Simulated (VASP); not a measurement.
# CaSe (Fm-3m) in VASP: single point with PBE

Aim: the single point of CaSe with PBE.

All numbers are computed with VASP 6.6.1; they aren't measurements. Logs are shortened: lines on timing, memory, paths and dates and some standing lists are left out, and cuts for length are marked.

**1. The cell of the first run**

It takes space group Fm-3m (No. 225, cubic). The conventional cell has a = 5.958 Å, b = 5.958 Å, c = 5.958 Å, α = 90.00°, β = 90.00°, γ = 90.00°. Within 3.9 Å of Ca (site symmetry m-3m) lie 6 Se at 2.98 Å. Within 3.9 Å of Se (site symmetry m-3m) lie 6 Ca at 2.98 Å.

**2. Single point, PBE**

Contents of INCAR:

```
PREC = Accurate ; ENCUT = 500
EDIFF = 1E-6 ; ISMEAR = 0
SIGMA = 0.02 ; LREAL = F
LASPH = T ; NELM = 120
ALGO = Normal ; ISIF = 2
LWAVE = F ; LCHARG = T
GGA = PE ; LELF = T
LVHAR = T ; NBANDS = 15
GGA_COMPAT = F
```

Contents of KPOINTS:

```
Automatic mesh
0
Gamma
  8 8 8
```

Contents of POSCAR:

```
CaSe
1.0
    0.0000000000      2.9790009633      2.9790009633
    2.9790009633      0.0000000000      2.9790009633
    2.9790009633      2.9790009633      0.0000000000
Ca Se
1 1
Direct
    0.0000000000      0.0000000000      0.0000000000
    0.5000000000      0.5000000000      0.5000000000
```

Potentials or basis: VASP PAW PBE potentials, release 64 (Ca_sv, Se).

Launch:

```sh
$ cat potpaw_PBE.64/Ca_sv/POTCAR potpaw_PBE.64/Se/POTCAR > POTCAR
$ mpirun -np 1 vasp_std > vasp.out
```

OUTCAR:

```text
PREC = Accurate
   ENCUT = 500
   EDIFF = 1E-6
   ISMEAR = 0
   LREAL = F
   LASPH = T
   NELM = 120
   ISIF = 2
   GGA = PE

 ion  position               nearest neighbor table
   1  0.000  0.000  0.000-   2 2.98   2 2.98   2 2.98   2 2.98   2 2.98   2 2.98
   2  0.500  0.500  0.500-   1 2.98   1 2.98   1 2.98   1 2.98   1 2.98   1 2.98

  LATTYP: Found a face centered cubic cell.
 ALAT       =     5.9580019266

  Lattice vectors:

 A1 = (   0.0000000000,   2.9790009633,   2.9790009633)
 A2 = (   2.9790009633,   0.0000000000,   2.9790009633)
 A3 = (   2.9790009633,   2.9790009633,   0.0000000000)

Analysis of symmetry for initial positions (statically):
=====================================================================
 Subroutine PRICEL returns:
 Original cell was already a primitive cell.

 Routine SETGRP: Setting up the symmetry group for a
 face centered cubic supercell.

 Subroutine GETGRP returns: Found 48 space group operations
 (whereof 48 operations were pure point group operations)
 out of a pool of 48 trial point group operations.

The static configuration has the point symmetry O_h .

Analysis of symmetry for dynamics (positions and initial velocities):
=====================================================================
 Subroutine PRICEL returns:
 Original cell was already a primitive cell.

 Routine SETGRP: Setting up the symmetry group for a
 face centered cubic supercell.

 Subroutine GETGRP returns: Found 48 space group operations
 (whereof 48 operations were pure point group operations)
 out of a pool of 48 trial point group operations.

The dynamic configuration has the point symmetry O_h .

 Subroutine INISYM returns: Found 48 space group operations
 (whereof 48 operations are pure point group operations),
 and found     1 'primitive' translations

----------------------------------------------------------------------------------------

                                     Primitive cell

  volume of cell :      52.8740

  direct lattice vectors                    reciprocal lattice vectors
     0.000000000  2.979000963  2.979000963    -0.167841503  0.167841503  0.167841503
     2.979000963  0.000000000  2.979000963     0.167841503 -0.167841503  0.167841503
     2.979000963  2.979000963  0.000000000     0.167841503  0.167841503 -0.167841503

  length of vectors
     4.212943565  4.212943565  4.212943565     0.290710011  0.290710011  0.290710011

  position of ions in fractional coordinates (direct lattice)
     0.000000000  0.000000000  0.000000000
     0.500000000  0.500000000  0.500000000

  ion indices of the primitive-cell ions
   primitive index   ion index
                 1           1
                 2           2

----------------------------------------------------------------------------------------

 KPOINTS: Automatic mesh

Automatic generation of k-mesh.
 Grid dimensions read from file:
 generate k-points for:    8    8    8

 Generating k-lattice:

  Cartesian coordinates                     Fractional coordinates (reciprocal lattice)
    -0.020980188  0.020980188  0.020980188     0.125000000  0.000000000  0.000000000
     0.020980188 -0.020980188  0.020980188     0.000000000  0.125000000  0.000000000
     0.020980188  0.020980188 -0.020980188     0.000000000  0.000000000  0.125000000

  Length of vectors
     0.036338751  0.036338751  0.036338751

  Shift w.r.t. Gamma in fractional coordinates (k-lattice)
     0.000000000  0.000000000  0.000000000

 Subroutine IBZKPT returns following result:
 ===========================================

 Found     29 irreducible k-points:

 Following reciprocal coordinates:
            Coordinates               Weight
  0.000000  0.000000  0.000000      1.000000
  0.125000  0.000000  0.000000      8.000000
  0.250000  0.000000  0.000000      8.000000
  0.375000  0.000000  0.000000      8.000000
  0.500000  0.000000  0.000000      4.000000
  0.125000  0.125000  0.000000      6.000000
[... 16 lines left out ...]
  0.500000  0.250000  0.125000     48.000000
 -0.375000  0.250000  0.125000     24.000000
 [... further k-points ...]
   k-points           NKPTS =     29   k-points in BZ     NKDIM =     29   number of bands    NBANDS=     15
   number of dos      NEDOS =    301   number of ions     NIONS =      2
   total plane-waves  NPLWV =  32768
   dimension x,y,z NGX =    32 NGY =   32 NGZ =   32
   dimension x,y,z NGXF=    64 NGYF=   64 NGZF=   64
   ions per type =               1   1
   NGX,Y,Z   is equivalent  to a cutoff of  12.63, 12.63, 12.63 a.u.
   NGXF,Y,Z  is equivalent  to a cutoff of  25.25, 25.25, 25.25 a.u.
 SYSTEM =  unknown system
   PREC   = accura    normal or accurate (medium, high low for compatibility)
   ISTART =      0    job   : 0-new  1-cont  2-samecut
   ICHARG =      2    charge: 1-file 2-atom 10-const
   ISPIN  =      1    spin polarized calculation?
   LNONCOLLINEAR =      F non collinear calculations
   LSORBIT =      F    spin-orbit coupling
   LASPH  =      T    aspherical Exc in radial PAW
   ENCUT  =  500.0 eV  36.75 Ry    6.06 a.u.   7.68  7.68  7.68*2*pi/ulx,y,z
   NELM   =    120;   NELMIN=  2; NELMDL= -5     # of ELM steps
   EDIFF  = 0.1E-05   stopping-criterion for ELM
   LREAL  =      F    real-space projection
   EDIFFG = 0.1E-04   stopping-criterion for IOM
   NSW    =      0    number of steps for IOM
   IBRION =     -1    ionic relax: 0-MD 1-quasi-New 2-CG
   NFREE  =      0    steps in history (QN), initial steepest desc. (CG)
   ISIF   =      2    stress and relaxation
   ISYM   =      2    0-nonsym 1-usesym 2-fastsym
   POTIM  = 0.5000    time-step for ionic-motion
   TEBEG  =    0.0;   TEEND  =   0.0 temperature during run
   PSTRESS=    0.0 pullay stress
   NELECT =      16.0000    total number of electrons
   NUPDOWN=      -1.0000    fix difference up-down
   EMIN   =  10.00;   EMAX   =-10.00  energy-range for DOS
   EFERMI =   0.00;   METHOD = LEGACY
   ISMEAR =     0;   SIGMA  =   0.02  broadening in eV -4-tet -1-fermi 0-gaus
   EFERMI_NEDOS =   21; number of points for ismear=-14 and -15
   IALGO  =     38    algorithm
   IMIX   =      4    mixing-type and parameters
     AMIX     =   0.40;   BMIX     =  1.00
     AMIX_MAG =   1.60;   BMIX_MAG =  1.00
  volume/ion in A,a.u.               =      26.44       178.41
  Fermi-wavevector in a.u.,A,eV,Ry     =   1.099092  2.076983 16.435892  1.208004
  Thomas-Fermi vector in A             =   2.235481
   LORBIT       =      0    0 simple, 1 ext, 2 COOP (PROOUT), +10 PAW based schemes
   GGA     = PE    functional components
   LHFCALC =     F    Hartree Fock is set to
   AEXX    =    0.0000 exact exchange contribution
   IVDW    =     0    specifies the selected vdW correction
   LEPSILON=     F    determine dielectric tensor
   LRPA    =     F    only Hartree local field effects (RPA)
 non-spin polarized calculation
 Gauss-broadening in eV      SIGMA  =   0.02
  energy-cutoff  :      500.00
  volume of cell :       52.87
 maximum number of plane-waves:      1363
   NGX = 15   NGY = 15   NGZ = 15

 number of electron      15.9999996 magnetization

 Free energy of the ion-electron system (eV)
  ---------------------------------------------------
  ext. energy  EPLUGINS =         0.00000000
  ---------------------------------------------------
  free energy    TOTEN  =        -9.48566896 eV

  energy without entropy =       -9.48566896  energy(sigma->0) =       -9.48566896

 E-fermi :   2.4077     XC(G=0):  -9.0644

 val. band max:        2.2989756810   @ k =   0.0000   0.0000   0.0000
 cond. band min:       4.3728528335   @ k =   0.5000   0.5000   0.0000
 fundamental gap:      2.0738771525
 Fermi energy:         2.4076954937

 k-point     1 :       0.0000    0.0000    0.0000
  band No.  band energies     occupation
      1     -37.5167      2.00000
      2     -18.5066      2.00000
      3     -18.5066      2.00000
      4     -18.5066      2.00000
      5      -9.4259      2.00000
      6       2.2990      2.00000
      7       2.2990      2.00000
      8       2.2990      2.00000
      9       5.5256      0.00000
     10       6.0113      0.00000
     11       6.0113      0.00000
     12       6.0113      0.00000
     13       6.5591      0.00000
     14       6.5591      0.00000
     15      11.9825      0.00000

 k-point     2 :       0.1250    0.0000    0.0000
  band No.  band energies     occupation
      1     -37.5158      2.00000
      2     -18.5220      2.00000
      3     -18.5076      2.00000
      4     -18.5076      2.00000
      5      -9.3381      2.00000
      6       1.5476      2.00000
      7       2.0697      2.00000
      8       2.0697      2.00000
      9       5.8748      0.00000
     10       6.2168      0.00000
     11       6.2168      0.00000
     12       6.5313      0.00000
     13       6.9499      0.00000
     14       6.9499      0.00000
     15      12.1157      0.00000

 k-point     3 :       0.2500    0.0000    0.0000
  band No.  band energies     occupation
      1     -37.5137      2.00000
      2     -18.5587      2.00000
      3     -18.5102      2.00000
      4     -18.5102      2.00000
      5      -9.1157      2.00000
      6       0.3410      2.00000
      7       1.6265      2.00000
      8       1.6265      2.00000
      9       6.0056      0.00000
     10       6.7188      0.00000
     11       6.7188      0.00000
     12       7.9091      0.00000
     13       7.9091      0.00000
     14       7.9139      0.00000
     15      11.5917      0.00000
[... 343 lines left out ...]
 k-point    23 :       0.5000    0.2500    0.1250
  band No.  band energies     occupation
      1     -37.5104      2.00000
      2     -18.5824      2.00000
      3     -18.5348      2.00000
      4     -18.5191      2.00000
      5      -8.8455      2.00000
      6      -0.3242      2.00000
      7       0.9071      2.00000
      8       1.1903      2.00000
      9       6.1790      0.00000
     10       7.4471      0.00000
     11       7.7510      0.00000
     12       7.9002      0.00000
     13       8.3625      0.00000
     14       9.9230      0.00000
     15      10.2353      0.00000

 k-point    24 :      -0.3750    0.2500    0.1250
  band No.  band energies     occupation
      1     -37.5097      2.00000
      2     -18.5904      2.00000
      3     -18.5365      2.00000
      4     -18.5220      2.00000
      5      -8.7788      2.00000
      6      -0.4610      2.00000
      7       0.7182      2.00000
      8       1.1026      2.00000
      9       6.7484      0.00000
     10       7.0284      0.00000
     11       7.9610      0.00000
     12       8.2195      0.00000
     13       8.5598      0.00000
     14       9.4439      0.00000
     15      10.7592      0.00000

 [... further k-points ...]
[... 5 lines left out ...]
  --------------------------------------------------------------------------------------
  -------------------------------------------------------------------------------------
  Total        0.0530196      0.0530196      0.0530196      0.0000000      0.0000000      0.0000000
  in kB        1.6065909      1.6065909      1.6065909      0.0000000      0.0000000      0.0000000
  external PRESSURE =       1.6065909 kB  Pullay stress =       0.0000000 kB

 VOLUME and BASIS-vectors are now :
 -----------------------------------------------------------------------------
  energy-cutoff  :      500.00
  volume of cell :       52.87
      direct lattice vectors                 reciprocal lattice vectors
     0.000000000  2.979000963  2.979000963    -0.167841503  0.167841503  0.167841503
     2.979000963  0.000000000  2.979000963     0.167841503 -0.167841503  0.167841503
     2.979000963  2.979000963  0.000000000     0.167841503  0.167841503 -0.167841503

 POSITION                                       TOTAL-FORCE (eV/Angst)
 -----------------------------------------------------------------------------------
      0.00000      0.00000      0.00000        -0.000000      0.000000      0.000000
      2.97900      2.97900      2.97900         0.000000     -0.000000     -0.000000
 -----------------------------------------------------------------------------------
    total drift:                                0.000000     -0.000000     -0.000000

  FREE ENERGIE OF THE ION-ELECTRON SYSTEM (eV)
  ---------------------------------------------------
  free  energy   TOTEN  =        -9.4856689572 eV

  energy  without entropy=       -9.4856689572  energy(sigma->0) =       -9.48566896
```

Wall time 8.8 s (1 thread of Intel Xeon 6975P-C (Granite Rapids), shared host); peak memory 0.17 GiB.

Results:

* Free energy: -9.4857 eV
* Pressure: 0.2 GPa
* Band gap on the k mesh: 2.07 eV (least direct gap 2.99 eV)

A k mesh can miss the band edges.
